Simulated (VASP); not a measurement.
Here is a VASP 6.6.1 calculation.

POSCAR

```
BP
1.0
    2.7080526412      0.0000000000      0.0000000000
    0.0000000000      2.7080526412      0.0000000000
    0.0000000000      0.0000000000      2.7080526412
B P
1 1
Direct
    0.0000000000      0.0000000000      0.0000000000
    0.5000000000      0.5000000000      0.5000000000
```

File INCAR.step1:

```
PREC = Accurate
ENCUT = 520
ISMEAR = -1
SIGMA = 0.02
LREAL = F
LASPH = T
NELM = 80
NBANDS = 11
GGA = PE
ALGO = Normal
EDIFF = 1E-4
LWAVE = T
LCHARG = F
```

INCAR.step2

```
PREC = Accurate
ENCUT = 520
EDIFF = 1E-6
ISMEAR = -1
SIGMA = 0.02
LREAL = F
LASPH = T
NELM = 80
ALGO = Normal
ISIF = 2
LWAVE = F
LCHARG = F
METAGGA = R2SCAN
LMIXTAU = T
NBANDS = 11
ISTART = 1
```

File KPOINTS:

```
regular mesh
0
Gamma
  8 8 8
```

Potentials or basis: VASP PAW PBE potentials, release 64 (B, P).

Command:

```console
$ cat potpaw_PBE.64/B/POTCAR potpaw_PBE.64/P/POTCAR > POTCAR
$ cp INCAR.step1 INCAR
$ mpirun -np 1 vasp_std > vasp.out
$ cp INCAR.step2 INCAR
$ mpirun -np 1 vasp_std > vasp.out
```

Task: Estimate the band gap on the k mesh.

Result: Zero (band 4 reaches 13.40 eV, above the bottom of band 5 at 6.95 eV).

Task: Predict the pressure.

Result: -0.2 GPa.

Caveat: the PAW data sets were made with another functional, which shifts forces and pressure a little.
